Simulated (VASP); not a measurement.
# NiO: electric field gradients with PBEsol+U

NiO:

```
Ni O
1.0
     4.17180    0.00000    0.00000
     0.00000    4.17180    0.00000
     0.00000    0.00000    4.17180
Ni O
4 4
Direct
  0.00000 0.00000 0.00000
  0.50000 0.50000 0.00000
  0.50000 0.00000 0.50000
  0.00000 0.50000 0.50000
  0.50000 0.50000 0.50000
  0.00000 0.00000 0.50000
  0.00000 0.50000 0.00000
  0.50000 0.00000 0.00000
```

```
Program                : VASP 6.6.1
Task                   : electric field gradients
Functional             : PBEsol
Potentials or basis    : VASP PAW PBE potentials, release 64 (Ni, O)
Cutoff                 : 520 eV
k mesh                 : 6 × 6 × 6
Occupations            : fermi-dirac, width 0.02 eV
Spin                   : collinear spin, ferromagnetic start
Starting moments       : [2.0, 2.0, 2.0, 2.0, 0.0, 0.0, 0.0, 0.0] μB
Hubbard terms          : Ni d U = 6.2 eV
Dipole correction      : no
Further INCAR settings : ALGO = Normal; EDIFF = 1e-08; NBANDS = 46
```

```json
{
  "Pressure": "-6.8 GPa",
  "Band gap on the k mesh": "2.29 eV",
  "Net moment": "8.00 μB per cell",
  "Site moments": "Ni +1.81; O +0.18 μB",
  "Largest electric field gradient by atom": "under 0.05 V/Å² on every atom",
  "Valence electrons inside the program's atomic spheres": "Ni 9.02; O 5.00"
}
```

Levels at points of the mesh, in eV from the valence-band top:
Spin up:
```csv
k point,band 34,band 35,band 36,band 37,band 38,band 39
"(0.00, 0.00, 0.00)",-1.48,-1.48,-1.48,2.67,6.98,6.98
"(0.50, 0.00, 0.00)",-1.78,-1.78,-1.78,6.42,6.42,9.41
"(0.50, 0.50, 0.00)",-0.17,-0.17,-0.17,8.12,8.12,8.12
"(0.50, 0.50, 0.50)",0.00,0.00,0.00,6.59,6.59,6.59
```
Spin down:
```csv
k point,band 26,band 27,band 28,band 29,band 30,band 31
"(0.00, 0.00, 0.00)",-1.11,-1.11,-1.11,2.29,2.29,2.74
"(0.50, 0.00, 0.00)",-1.25,-1.25,-1.25,2.51,2.51,3.06
"(0.50, 0.50, 0.00)",-1.46,-1.46,-1.46,2.99,2.99,2.99
"(0.50, 0.50, 0.50)",-2.00,-2.00,-2.00,4.72,4.72,4.72
```

Eigenvalues of the final occupation matrices:
| site | spin | trace | eigenvalues |
| --- | --- | --- | --- |
| site 1 d | 1 | 5.03 | 0.98 0.98 0.98 1.04 1.04 |
| site 1 d | 2 | 3.24 | 0.15 0.15 0.98 0.98 0.98 |
| site 2 d | 1 | 5.03 | 0.98 0.98 0.98 1.04 1.04 |
| site 2 d | 2 | 3.24 | 0.15 0.15 0.98 0.98 0.98 |
| site 3 d | 1 | 5.03 | 0.98 0.98 0.98 1.04 1.04 |
| site 3 d | 2 | 3.24 | 0.15 0.15 0.98 0.98 0.98 |
| site 4 d | 1 | 5.03 | 0.98 0.98 0.98 1.04 1.04 |
| site 4 d | 2 | 3.24 | 0.15 0.15 0.98 0.98 0.98 |

Wall time 74 s on 1 thread of Intel(R) Xeon(R) Platinum 8559C (Emerald Rapids) (shared host), peak memory 0.25 GiB.

Caveat: the cell stands under tension; the PAW data sets were made with another functional, which shifts forces and pressure a little. The state reached can hang on the start; a lower one may exist.
